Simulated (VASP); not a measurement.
# Zr7B (R-3) in VASP: notebook

Zr7B is run at these levels: PBE; tasks: single point, relaxation of cell and atoms.

All numbers are computed with VASP 6.6.1; they aren't measurements. Logs are shortened: lines on timing, memory, paths and dates and some standing lists are left out, and cuts for length are marked.

## Step 1: The cell of the first run

It takes space group R-3 (No. 148, trigonal). The conventional cell has a = 8.708 Å, b = 8.708 Å, c = 8.025 Å, α = 90.00°, β = 90.00°, γ = 120.00°. Within 3.1 Å of Zr (site symmetry 1) lie 1 B at 2.35 Å. Zr (site symmetry -3) has 12 Zr at 3.24 to 3.30 Å and 2 B at 4.01 Å within 4.3 Å. Within 3.1 Å of B (site symmetry -3) lie 6 Zr at 2.35 Å.

## Step 2: Single point, PBE

Contents of INCAR:

```
  PREC = Accurate
  ENCUT = 520
  EDIFF = 1E-6
  ISMEAR = 0
  SIGMA = 0.2
  LREAL = False
  LASPH = True
  NELM = 100
  ALGO = Fast
  ISIF = 2
  LWAVE = False
  LCHARG = True
  GGA = PE
  LELF = True
  LVHAR = True
  NBANDS = 54
```

Contents of KPOINTS:

```
regular mesh
0
Gamma
  3 3 3
```

Contents of POSCAR:

```
Zr7B
1.0
    4.3538679207      2.5137068143      2.6750670422
   -4.3538679207      2.5137068143      2.6750670422
    0.0000000000     -5.0274136338      2.6750670374
Zr B
7 1
Direct
    0.7788923341      0.6439270562      0.0766825830
    0.0766825830      0.7788923341      0.6439270562
    0.3560729438      0.9233174170      0.2211076659
    0.9233174170      0.2211076659      0.3560729438
    0.2211076659      0.3560729438      0.9233174170
    0.6439270562      0.0766825830      0.7788923341
    0.5000000000      0.5000000000      0.5000000000
    0.0000000000      0.0000000000      0.0000000000
```

Potentials or basis: VASP PAW PBE potentials, release 64 (Zr_sv, B).

Run with:

```sh
cat potpaw_PBE.64/Zr_sv/POTCAR potpaw_PBE.64/B/POTCAR > POTCAR
mpirun -np 1 vasp_std > vasp.out
```

OUTCAR:

```text
PREC = Accurate
   ENCUT = 520
   EDIFF = 1E-6
   ISMEAR = 0
   LREAL = False
   LASPH = True
   NELM = 100
   ISIF = 2
   GGA = PE

 ion  position               nearest neighbor table
   1  0.779  0.644  0.077-   8 2.35   5 3.22   7 3.24   3 3.24   4 3.24   6 3.28   2 3.28   7 3.30
                             3 3.30   4 3.30   6 3.34   2 3.34   5 3.38
   2  0.077  0.779  0.644-   8 2.35   4 3.22   7 3.24   5 3.24   3 3.24   6 3.28   1 3.28   7 3.30
                             5 3.30   3 3.30   6 3.34   1 3.34   4 3.38
   3  0.356  0.923  0.221-   8 2.35   6 3.22   7 3.24   1 3.24   2 3.24   4 3.28   5 3.28   7 3.30
                             1 3.30   2 3.30   4 3.34   5 3.34   6 3.38
   4  0.923  0.221  0.356-   8 2.35   2 3.22   7 3.24   1 3.24   6 3.24   3 3.28   5 3.28   7 3.30
                             1 3.30   6 3.30   3 3.34   5 3.34   2 3.38
   5  0.221  0.356  0.923-   8 2.35   1 3.22   7 3.24   6 3.24   2 3.24   3 3.28   4 3.28   7 3.30
                             6 3.30   2 3.30   3 3.34   4 3.34   1 3.38
   6  0.644  0.077  0.779-   8 2.35   3 3.22   7 3.24   5 3.24   4 3.24   2 3.28   1 3.28   7 3.30
                             5 3.30   4 3.30   2 3.34   1 3.34   3 3.38
   7  0.500  0.500  0.500-   2 3.24   4 3.24   3 3.24   6 3.24   5 3.24   1 3.24   2 3.30   4 3.30
                             3 3.30   6 3.30   1 3.30   5 3.30
   8  0.000  0.000  0.000-   1 2.35   5 2.35   3 2.35   6 2.35   2 2.35   4 2.35

  LATTYP: Found a trigonal (rhomboedric) cell.
 ALAT       =     5.6948109275
 COS(alpha) =    -0.1690198255

  Lattice vectors:

 A1 = (   4.3538679207,   2.5137068143,   2.6750670422)
 A2 = (  -4.3538679207,   2.5137068143,   2.6750670422)
 A3 = (   0.0000000000,  -5.0274136338,   2.6750670374)

Analysis of symmetry for initial positions (statically):
=====================================================================
 Subroutine PRICEL returns:
 Original cell was already a primitive cell.

 Routine SETGRP: Setting up the symmetry group for a
 trigonal (rhombohedral) supercell.

 Subroutine GETGRP returns: Found  6 space group operations
 (whereof  6 operations were pure point group operations)
 out of a pool of 12 trial point group operations.

The static configuration has the point symmetry S_6 .

Analysis of symmetry for dynamics (positions and initial velocities):
=====================================================================
 Subroutine PRICEL returns:
 Original cell was already a primitive cell.

 Routine SETGRP: Setting up the symmetry group for a
 trigonal (rhombohedral) supercell.

 Subroutine GETGRP returns: Found  6 space group operations
 (whereof  6 operations were pure point group operations)
 out of a pool of 12 trial point group operations.

The dynamic configuration has the point symmetry S_6 .

 Subroutine INISYM returns: Found  6 space group operations
 (whereof  6 operations are pure point group operations),
 and found     1 'primitive' translations

----------------------------------------------------------------------------------------

                                     Primitive cell

  volume of cell :     175.6612

  direct lattice vectors                    reciprocal lattice vectors
     4.353867921  2.513706814  2.675067042     0.114840415  0.066303145  0.124607469
    -4.353867921  2.513706814  2.675067042    -0.114840415  0.066303145  0.124607469
     0.000000000 -5.027413634  2.675067037     0.000000000 -0.132606289  0.124607469

  length of vectors
     5.694810927  5.694810927  5.694810927     0.181965517  0.181965517  0.181965517

  position of ions in fractional coordinates (direct lattice)
     0.778892334  0.643927056  0.076682583
     0.076682583  0.778892334  0.643927056
     0.356072944  0.923317417  0.221107666
     0.923317417  0.221107666  0.356072944
     0.221107666  0.356072944  0.923317417
     0.643927056  0.076682583  0.778892334
     0.500000000  0.500000000  0.500000000
     0.000000000  0.000000000  0.000000000

  ion indices of the primitive-cell ions
   primitive index   ion index
                 1           1
                 2           2
                 3           3
                 4           4
                 5           5
                 6           6
                 7           7
                 8           8

----------------------------------------------------------------------------------------

 KPOINTS: regular mesh

Automatic generation of k-mesh.
 Grid dimensions read from file:
 generate k-points for:    3    3    3

 Generating k-lattice:

  Cartesian coordinates                     Fractional coordinates (reciprocal lattice)
     0.038280138  0.022101048  0.041535823     0.333333333 -0.000000000 -0.000000000
    -0.038280138  0.022101048  0.041535823    -0.000000000  0.333333333 -0.000000000
     0.000000000 -0.044202096  0.041535823     0.000000000  0.000000000  0.333333333

  Length of vectors
     0.060655172  0.060655172  0.060655172

  Shift w.r.t. Gamma in fractional coordinates (k-lattice)
     0.000000000  0.000000000  0.000000000

 Subroutine IBZKPT returns following result:
 ===========================================

 Found      6 irreducible k-points:

 Following reciprocal coordinates:
            Coordinates               Weight
  0.000000  0.000000  0.000000      1.000000
  0.333333  0.000000  0.000000      6.000000
  0.333333  0.333333  0.000000      6.000000
 -0.333333  0.333333  0.000000      6.000000
  0.333333  0.333333  0.333333      2.000000
 -0.333333  0.333333  0.333333      6.000000
   k-points           NKPTS =      6   k-points in BZ     NKDIM =      6   number of bands    NBANDS=     54
   number of dos      NEDOS =    301   number of ions     NIONS =      8
   total plane-waves  NPLWV =  74088
   dimension x,y,z NGX =    42 NGY =   42 NGZ =   42
   dimension x,y,z NGXF=    84 NGYF=   84 NGZF=   84
   ions per type =               7   1
   NGX,Y,Z   is equivalent  to a cutoff of  12.26, 12.26, 12.26 a.u.
   NGXF,Y,Z  is equivalent  to a cutoff of  24.52, 24.52, 24.52 a.u.
 SYSTEM =  unknown system
   PREC   = accura    normal or accurate (medium, high low for compatibility)
   ISTART =      0    job   : 0-new  1-cont  2-samecut
   ICHARG =      2    charge: 1-file 2-atom 10-const
   ISPIN  =      1    spin polarized calculation?
   LNONCOLLINEAR =      F non collinear calculations
   LSORBIT =      F    spin-orbit coupling
   LASPH  =      T    aspherical Exc in radial PAW
   ENCUT  =  520.0 eV  38.22 Ry    6.18 a.u.  10.59 10.59 10.59*2*pi/ulx,y,z
   NELM   =    100;   NELMIN=  2; NELMDL= -5     # of ELM steps
   EDIFF  = 0.1E-05   stopping-criterion for ELM
   LREAL  =      F    real-space projection
   EDIFFG = 0.1E-04   stopping-criterion for IOM
   NSW    =      0    number of steps for IOM
   IBRION =     -1    ionic relax: 0-MD 1-quasi-New 2-CG
   NFREE  =      0    steps in history (QN), initial steepest desc. (CG)
   ISIF   =      2    stress and relaxation
   ISYM   =      2    0-nonsym 1-usesym 2-fastsym
   POTIM  = 0.5000    time-step for ionic-motion
   TEBEG  =    0.0;   TEEND  =   0.0 temperature during run
   PSTRESS=    0.0 pullay stress
   NELECT =      87.0000    total number of electrons
   NUPDOWN=      -1.0000    fix difference up-down
   EMIN   =  10.00;   EMAX   =-10.00  energy-range for DOS
   EFERMI =   0.00;   METHOD = LEGACY
   ISMEAR =     0;   SIGMA  =   0.20  broadening in eV -4-tet -1-fermi 0-gaus
   EFERMI_NEDOS =   21; number of points for ismear=-14 and -15
   IALGO  =     68    algorithm
   IMIX   =      4    mixing-type and parameters
     AMIX     =   0.40;   BMIX     =  1.00
     AMIX_MAG =   1.60;   BMIX_MAG =  1.00
  volume/ion in A,a.u.               =      21.96       148.18
  Fermi-wavevector in a.u.,A,eV,Ry     =   1.295257  2.447681 22.826371  1.677691
  Thomas-Fermi vector in A             =   2.426788
   LORBIT       =      0    0 simple, 1 ext, 2 COOP (PROOUT), +10 PAW based schemes
   GGA     = PE    functional components
   LHFCALC =     F    Hartree Fock is set to
   AEXX    =    0.0000 exact exchange contribution
   IVDW    =     0    specifies the selected vdW correction
   LEPSILON=     F    determine dielectric tensor
   LRPA    =     F    only Hartree local field effects (RPA)
 non-spin polarized calculation
 RMM-DIIS sequential band-by-band and
 Gauss-broadening in eV      SIGMA  =   0.20
  energy-cutoff  :      520.00
  volume of cell :      175.66
 maximum number of plane-waves:      4735
 NGX is ok and might be reduce to    42
   NGX = 21   NGY = 21   NGZ = 21

 number of electron      87.0000001 magnetization

 Free energy of the ion-electron system (eV)
  ---------------------------------------------------
  ext. energy  EPLUGINS =         0.00000000
  ---------------------------------------------------
  free energy    TOTEN  =       -66.68678078 eV

  energy without entropy =      -66.46056144  energy(sigma->0) =      -66.57367111

 E-fermi :   8.2601     XC(G=0): -10.9548

 val. band max:        8.2183190288   @ k =   0.3333   0.3333   0.0000
 cond. band min:       8.2916093686   @ k =  -0.3333   0.3333   0.3333
 fundamental gap:      0.0732903398
 Fermi energy:         8.2600926530

 k-point     1 :       0.0000    0.0000    0.0000
  band No.  band energies     occupation
      1     -40.3978      2.00000
      2     -40.3027      2.00000
      3     -40.2331      2.00000
      4     -40.2331      2.00000
      5     -40.2301      2.00000
      6     -40.2301      2.00000
[... 46 lines left out ...]
     53      10.3846      0.00000
     54      10.4417      0.00000

 k-point     2 :       0.3333    0.0000    0.0000
  band No.  band energies     occupation
      1     -40.3851      2.00000
      2     -40.2999      2.00000
      3     -40.2627      2.00000
      4     -40.2415      2.00000
      5     -40.2251      2.00000
      6     -40.2205      2.00000
[... 46 lines left out ...]
     53      10.2458      0.00000
     54      10.4423      0.00000
[... 169 lines left out ...]
     53       9.8911      0.00000
     54      11.0114      0.00000

 k-point     6 :      -0.3333    0.3333    0.3333
  band No.  band energies     occupation
      1     -40.3724      2.00000
      2     -40.2820      2.00000
      3     -40.2551      2.00000
      4     -40.2473      2.00000
      5     -40.2396      2.00000
      6     -40.2361      2.00000
[... 46 lines left out ...]
     53      10.2503      0.00000
     54      10.5437      0.00000

------------------------ aborting loop because EDIFF is reached ----------------------------------------

  FORCE on cell =-STRESS in cart. coord.  units (eV):
  Direction    XX          YY          ZZ          XY          YZ          ZX
  --------------------------------------------------------------------------------------
  -------------------------------------------------------------------------------------
  Total       -0.7121640     -0.7121640     -0.4439460      0.0000001     -0.0000000     -0.0000000
  in kB       -6.4955330     -6.4955330     -4.0491599      0.0000012     -0.0000000     -0.0000000
  external PRESSURE =      -5.6800753 kB  Pullay stress =       0.0000000 kB

 VOLUME and BASIS-vectors are now :
 -----------------------------------------------------------------------------
  energy-cutoff  :      520.00
  volume of cell :      175.66
      direct lattice vectors                 reciprocal lattice vectors
     4.353867921  2.513706814  2.675067042     0.114840415  0.066303145  0.124607469
    -4.353867921  2.513706814  2.675067042    -0.114840415  0.066303145  0.124607469
     0.000000000 -5.027413634  2.675067037     0.000000000 -0.132606289  0.124607469

 POSITION                                       TOTAL-FORCE (eV/Angst)
 -----------------------------------------------------------------------------------
      0.58762      3.19104      4.01127        -0.001782     -0.052863      0.013887
     -3.05733     -1.08662      4.01127         0.046672      0.024888      0.013887
     -2.46971      2.10441      4.01393         0.044890     -0.027975     -0.013887
      3.05733      1.08662      4.01393        -0.046672     -0.024888     -0.013887
     -0.58762     -3.19104      4.01393         0.001782      0.052863     -0.013887
      2.46971     -2.10441      4.01127        -0.044890      0.027975      0.013887
      0.00000     -0.00000      4.01260         0.000000      0.000000     -0.000000
      0.00000      0.00000      0.00000         0.000000      0.000000     -0.000000
 -----------------------------------------------------------------------------------
    total drift:                               -0.000000     -0.000000      0.000000

  FREE ENERGIE OF THE ION-ELECTRON SYSTEM (eV)
  ---------------------------------------------------
  free  energy   TOTEN  =       -66.6867807759 eV

  energy  without entropy=      -66.4605614376  energy(sigma->0) =      -66.57367111
```

It took 66 s on 1 thread of Intel Xeon 6975P-C (Granite Rapids), shared host; peak memory 0.27 GiB.

Results:

| Item | Value |
| --- | --- |
| Free energy | -66.6868 eV |
| Pressure | -0.6 GPa |
| Largest force | 0.055 eV/Å |

Forces on the atoms (eV/Å):
```
Zr  -0.002 -0.053  0.014
Zr   0.047  0.025  0.014
Zr   0.045 -0.028 -0.014
Zr  -0.047 -0.025 -0.014
Zr   0.002  0.053 -0.014
Zr  -0.045  0.028  0.014
Zr   0.000  0.000  0.000
B    0.000  0.000  0.000
```

Caveat: the k points lie up to 0.38 Å⁻¹ apart.

## Step 3: Relaxation of cell and atoms, PBE

This run uses another cell than the first one, of 20.25 Å³/atom, 0.922 times its volume.

Contents of INCAR:

```
SYSTEM = Zr7B
ALGO = Normal ; EDIFF = 1E-6
EDIFFG = -0.08 ; ENCUT = 600
GGA = PE ; IBRION = 2
ISIF = 3 ; ISMEAR = 0
LASPH = .TRUE. ; LCHARG = .FALSE.
LREAL = .FALSE. ; LWAVE = .FALSE.
NELM = 80 ; NSW = 36
PREC = Accurate ; SIGMA = 0.2
```

Contents of KPOINTS:

```
k-points
0
G
  3 3 3
  0 0 0
```

Contents of POSCAR:

```
Zr7B
1.0
    4.2433029200      2.4498720800      2.5972653300
   -4.2433029200      2.4498720800      2.5972653300
    0.0000000000     -4.8997441700      2.5972653300
Zr B
7 1
Direct
    0.7857100000      0.6428600000      0.0714300000
    0.0714300000      0.7857100000      0.6428600000
    0.3571400000      0.9285700000      0.2142900000
    0.9285700000      0.2142900000      0.3571400000
    0.2142900000      0.3571400000      0.9285700000
    0.6428600000      0.0714300000      0.7857100000
    0.5000000000      0.5000000000      0.5000000000
    0.0000000000      0.0000000000      0.0000000000
```

Potentials or basis: VASP PAW PBE potentials, release 64 (Zr_sv, B).

Run with:

```sh
cat potpaw_PBE.64/Zr_sv/POTCAR potpaw_PBE.64/B/POTCAR > POTCAR
mpirun -np 1 vasp_std > vasp.out
```

Run time: 4.1 min. Hardware: 1 thread of Intel Xeon 6975P-C (Granite Rapids), shared host; peak memory 0.34 GiB.

It converged, with:

```yaml
Free_energy: -66.6785 eV
Relaxed_volume: 21.71 Å³/atom
Relaxed_cell: a = 5.666 Å, b = 5.666 Å, c = 5.666 Å, α = 99.37°, β = 99.37°, γ = 99.37°
Space_group_after_relaxing_to_0.05_Å: R-3 (No. 148)
Energy_gained_by_relaxing: 53.4 meV/atom
Ionic_steps: 6
Pressure_after_relaxing: 0.2 GPa
Largest_force_after_relaxing: 0.053 eV/Å
```

Forces on the atoms (eV/Å):
```
Zr  -0.042 -0.011  0.030
Zr   0.031 -0.031  0.030
Zr  -0.011 -0.042 -0.030
Zr  -0.031  0.031 -0.030
Zr   0.042  0.011 -0.030
Zr   0.011  0.042  0.030
Zr   0.000  0.000  0.000
B    0.000  0.000  0.000
```

Stress tensor (GPa, compression positive):
```
 0.33  0.00  0.00
 0.00  0.33  0.00
 0.00  0.00 -0.06
```

Step by step:
```tsv
step	energy change (eV)	largest force (eV/Å)	pressure (GPa)	volume (Å³)
1	0.0000	0.8285	9.17	162.00
2	0.0183	0.3232	-7.85	190.72
3	-0.4054	0.2160	-0.45	175.46
4	-0.4056	0.2239	-0.27	175.18
5	-0.4193	0.1502	-0.10	174.62
6	-0.4271	0.0530	0.20	173.71
```

Final structure:
```
Zr B
1.0
     4.32068    2.49454    2.68623
    -4.32068    2.49454    2.68623
     0.00000   -4.98909    2.68623
Zr B
7 1
Direct
  0.77996 0.63934 0.07494
  0.07494 0.77996 0.63934
  0.36066 0.92506 0.22004
  0.92506 0.22004 0.36066
  0.22004 0.36066 0.92506
  0.63934 0.07494 0.77996
  0.50000 0.50000 0.50000
  0.00000 0.00000 0.00000
```

Levels at points of the mesh, in eV from the Fermi level:
```
           k point  band 40  band 41  band 42  band 43  band 44  band 45  band 46  band 47  band 48  band 49
(0.00, 0.00, 0.00)    -0.80    -0.80    -0.47    -0.06    -0.06     0.10     0.10     0.12     0.99     1.10
```

Caveat: the k points lie up to 0.38 Å⁻¹ apart in the final cell; the relaxation stopped at a loose force limit of 0.08 eV/Å, so its end isn't a converged minimum.
